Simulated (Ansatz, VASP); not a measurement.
# SnSe: VASP beside Ansatz

INCAR

```
SYSTEM = SnSe
PREC = Accurate ; ENCUT = 520
EDIFF = 1E-7 ; ISMEAR = 0
SIGMA = 0.1 ; LREAL = .False.
LASPH = .True. ; NELM = 80
ALGO = Normal ; ISIF = 2
LWAVE = .False. ; LCHARG = .False.
GGA = PE ; NBANDS = 28
```

Contents of KPOINTS:

```
regular mesh
0
Gamma
  4 4 4
  0 0 0
```

File POSCAR:

```
SnSe
1.0
    4.5057808760      0.0000000000      0.0000000000
    0.0000000000      4.5057808760      0.0000000000
    0.0000000000      0.0000000000      5.6934459438
Sn Se
2 2
Direct
    0.0000000000      0.5000000000      0.2351000000
    0.5000000000      0.0000000000      0.7649000000
    0.0000000000      0.0000000000      0.0000000000
    0.5000000000      0.5000000000      0.0000000000
```

Input for Ansatz:

```yaml
crystal:
  lattice:
    - [4.505780876, 0.0, 0.0]
    - [0.0, 4.505780876, 0.0]
    - [0.0, 0.0, 5.6934459438]
  atoms:
    - { symbol: Sn, position: [0.0, 0.5, 0.2351] }
    - { symbol: Sn, position: [0.5, 0.0, 0.7649] }
    - { symbol: Se, position: [0.0, 0.0, 0.0] }
    - { symbol: Se, position: [0.5, 0.5, 0.0] }
basis:
  ecutwfc: 420
kpoints:
  mp_grid: { grid: [4, 4, 4] }
hamiltonian:
  xc: pbe
scf:
  occupations: { method: gaussian, width: 0.1 }
  lower_state_search: "off"
output:
  forces: true
  stress: true
  eigenvalues: true
```

Alike in both runs: task single point; functional PBE; k mesh 4 × 4 × 4; occupations gaussian, width 0.1 eV; no spin polarisation.

|  | VASP | Ansatz |
| --- | --- | --- |
| version | VASP 6.6.1 | Ansatz 0.2.0 |
| potentials or method | VASP PAW PBE potentials, release 64 (Sn_d, Se), cutoff 520 eV | scalar-relativistic, plane waves, PAW |
| valence electrons in the cell | 40 | 60 |

|  | VASP | Ansatz | Ansatz less VASP |
| --- | --- | --- | --- |
| gap on the k mesh at the Fermi level (eV) | none | none | - |
| pressure (GPa) | 16.3 | 16.2 | -0.11 |
| traceless stress, the component that is largest in VASP (GPa) | -7.17 | -7.14 | +0.027 |
| rms of the force components (eV/Å) | 1.119 | 1.105 | -0.0136 |

Atom by atom the forces differ by 0.014 eV/Å (rms over components). A gap of «none» marks a metal or a gap that the smearing closes. With one functional, cell and mesh, what is left measures potentials, basis and numerics. VASP's potentials hold 40 valence electrons a cell and Ansatz's 60, so a difference there can come from the potentials and not from the codes.
